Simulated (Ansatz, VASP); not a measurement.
## One calculation of I, two programs

Contents of INCAR:

```
SYSTEM = I
PREC = Accurate ; ENCUT = 520
EDIFF = 1E-6 ; ISMEAR = 0
SIGMA = 0.1 ; LREAL = .False.
LASPH = .True. ; NELM = 60
ALGO = Normal ; ISIF = 2
LWAVE = .False. ; LCHARG = .True.
GGA = PE ; LELF = .True.
LVHAR = .True. ; NBANDS = 22
```

Contents of KPOINTS:

```
Automatic mesh
0
Gamma
  6 6 2
  0 0 0
```

File POSCAR:

```
I
1.0
    4.0947195217      0.0000000000      0.0000000000
   -2.0473597608      3.5461311272      0.0000000000
    0.0000000000      0.0000000000     13.2062786440
I
4
Direct
    0.0000000000      0.0000000000      0.0000000000
    0.0000000000      0.0000000000      0.5000000000
    0.3333333333      0.6666666667      0.7500000000
    0.6666666667      0.3333333333      0.2500000000
```

Input for Ansatz:

```yaml
crystal:
  lattice:
    - [4.0947195217, 0.0, 0.0]
    - [-2.0473597608, 3.5461311272, 0.0]
    - [0.0, 0.0, 13.206278644]
  atoms:
    - { symbol: I, position: [0.0, 0.0, 0.0] }
    - { symbol: I, position: [0.0, 0.0, 0.5] }
    - { symbol: I, position: [0.3333333333, 0.6666666667, 0.75] }
    - { symbol: I, position: [0.6666666667, 0.3333333333, 0.25] }
basis:
  ecutwfc: 420
kpoints:
  mp_grid: { grid: [6, 6, 2] }
hamiltonian:
  xc: pbe
scf:
  occupations: { method: gaussian, width: 0.1 }
  lower_state_search: "off"
output:
  forces: true
  stress: true
  eigenvalues: true
```

Alike in both runs: task single point; functional PBE; k mesh 6 × 6 × 2; occupations gaussian, width 0.1 eV; no spin polarisation.

|  | VASP | Ansatz |
| --- | --- | --- |
| version | VASP 6.6.1 | Ansatz 0.2.0 |
| potentials or method | VASP PAW PBE potentials, release 64 (I), cutoff 520 eV | scalar-relativistic, plane waves, PAW |
| valence electrons in the cell | 28 | 68 |

|  | VASP | Ansatz | Ansatz less VASP |
| --- | --- | --- | --- |
| gap on the k mesh at the Fermi level (eV) | none | none | - |
| pressure (GPa) | -2.9 | -2.9 | +0.02 |
| traceless stress, the component that is largest in VASP (GPa) | -0.19 | -0.19 | -0.002 |

A gap of «none» marks a metal or a gap that the smearing closes. VASP's potentials hold 28 valence electrons a cell and Ansatz's 68, so a difference there can come from the potentials and not from the codes.

Neither program's run includes spin-orbit coupling.
